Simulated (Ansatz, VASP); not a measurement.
Two plane-wave programs on Si

```
Si
1.0
     3.84753    0.00000    0.00000
    -1.92376    3.33205    0.00000
     0.00000    0.00000   18.44160
Si
4
Direct
  0.33333 0.66667 0.26954
  0.66667 0.33333 0.24401
  0.33333 0.66667 0.49950
  0.00000 0.00000 0.47397
```

Alike in both runs: task single point; functional PBE; dispersion D3(BJ); k mesh 9 × 9 × 1; occupations gaussian, width 0.1 eV; no spin polarisation.

|  | VASP | Ansatz |
| --- | --- | --- |
| version | VASP 6.6.1 | Ansatz 0.2.0 |
| potentials or method | VASP PAW PBE potentials, release 64 (Si), cutoff 520 eV | scalar-relativistic, plane waves, PAW |
| valence electrons in the cell | 16 | 16 |

|  | VASP | Ansatz | Ansatz less VASP |
| --- | --- | --- | --- |
| gap on the k mesh at the Fermi level (eV) | 0.09 | 0.09 | 0.000 |
| least direct gap on the mesh (eV) | 0.09 | 0.09 | 0.000 |
| rms of the force components (eV/Å) | 0.077 | 0.078 | +0.0013 |

Atom by atom the forces differ by 0.003 eV/Å (rms over components).
